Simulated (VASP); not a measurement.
Mo11P9:

```xyz
20
Lattice="6.0950 -0.0854 0.1793 -0.0854 6.7216 0.1704 0.1793 0.1704 6.7464" Properties=species:S:1:pos:R:3 pbc="T T T"
Mo    3.9938    5.6564    1.4409
Mo    4.1796    3.1747    6.4272
Mo    1.9170    4.1177    1.5863
Mo    3.1840    1.5195    2.2786
Mo    0.2356    2.1698    2.6159
Mo    0.8048    6.6811    1.1795
Mo    2.0568    5.9910    3.6541
Mo    3.1728    0.5566    6.0057
Mo    0.4846    1.8412    5.2515
Mo    4.0476    4.0182    3.6718
Mo    5.0354    6.5303    3.9918
P     1.7296    2.1959    0.3047
P     1.7893    3.3644    3.9694
P     0.7899    6.1427    5.6693
P     5.0607    0.9843    0.6729
P     0.0374    4.9094    2.5931
P     4.8962    3.2327    1.6307
P     0.5176    4.1052    6.3532
P     3.8556    5.2953    5.6970
P     4.2136    1.8671    4.4382
```

Base run:

```yaml
Program: VASP 6.6.1
Functional: PBE
Potentials_or_basis: VASP PAW PBE potentials, release 64 (Mo_sv, P)
Cutoff: 400 eV
k_mesh: 1 × 1 × 1, shifted
Occupations: fermi-dirac, width 0.05 eV
Spin: no spin polarisation
```

Its results: band gap on the k mesh zero (an odd number of electrons rules out a gap without spin polarisation); pressure 21.4 GPa; largest force 2.257 eV/Å.

**Question.** The run is repeated on the same cell with these changes: cutoff from 400 eV to 520 eV; further incar settings from LREAL = Auto; ALGO = Normal; EDIFF = 1e-06; NBANDS = 116; ISYM = -1 to LREAL = Auto; ALGO = Normal; EDIFF = 1e-06; NBANDS = 116; ISYM = 0. What comes out?

**Answer.** Band gap on the k mesh zero (an odd number of electrons rules out a gap without spin polarisation); pressure 22.0 GPa; largest force 2.256 eV/Å.

Caveats: some runs use coarse meshes; the atoms stand as in a frame of molecular dynamics.
